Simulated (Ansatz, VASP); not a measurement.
Two plane-wave programs on HCl

INCAR

```
SYSTEM = HCl
ALGO = Normal
EDIFF = 1E-7
ENCUT = 520
GGA = PS
ISIF = 2
ISMEAR = 0
LASPH = .TRUE.
LCHARG = .TRUE.
LELF = .TRUE.
LREAL = .FALSE.
LVHAR = .TRUE.
LWAVE = .FALSE.
NBANDS = 11
NELM = 60
PREC = Accurate
SIGMA = 0.15
```

The input KPOINTS:

```
k-points
0
G
  16 16 16
  0 0 0
```

Contents of POSCAR:

```
HCl
1.0
    0.0000000000      2.6006250000      2.7375000000
    2.6006250000      0.0000000000      2.7375000000
    2.6006250000      2.6006250000      0.0000000000
H Cl
1 1
Direct
    0.0000000000      0.0000000000      0.0000000000
    0.5000000000      0.5000000000      0.5000000000
```

Input for Ansatz:

```yaml
crystal:
  lattice:
    - [0.0, 2.600625, 2.7375]
    - [2.600625, 0.0, 2.7375]
    - [2.600625, 2.600625, 0.0]
  atoms:
    - { symbol: H, position: [0.0, 0.0, 0.0] }
    - { symbol: Cl, position: [0.5, 0.5, 0.5] }
basis:
  ecutwfc: 420
kpoints:
  mp_grid: { grid: [16, 16, 16] }
hamiltonian:
  xc: pbesol
scf:
  occupations: { method: gaussian, width: 0.15 }
output:
  forces: true
  stress: true
  eigenvalues: true
```

Change from the starting cell: strain -0.050 along x and y, +0.000 along z, atoms carried along.

Alike in both runs: task single point; functional PBEsol; k mesh 16 × 16 × 16; occupations gaussian, width 0.15 eV; no spin polarisation.

```csv
,VASP,Ansatz
version,VASP 6.6.1,Ansatz 0.2.0
potentials or method,"VASP PAW PBE potentials, release 64 (H, Cl), cutoff 520 eV","scalar-relativistic, plane waves, PAW"
valence electrons in the cell,8,8
```

VASP gave:

- gap on the k mesh at the Fermi level (eV): none
- pressure (GPa): -11.0
- traceless stress, the component that is largest in VASP (GPa): 2.72

Problem. Estimate Ansatz's values.

Solution. gap on the k mesh at the Fermi level (eV): none; pressure (GPa): -11.0; traceless stress, the component that is largest in VASP (GPa): 2.71.

VASP's potentials were made for PBE, not for PBEsol. A gap of «none» marks a metal or a gap that the smearing closes.
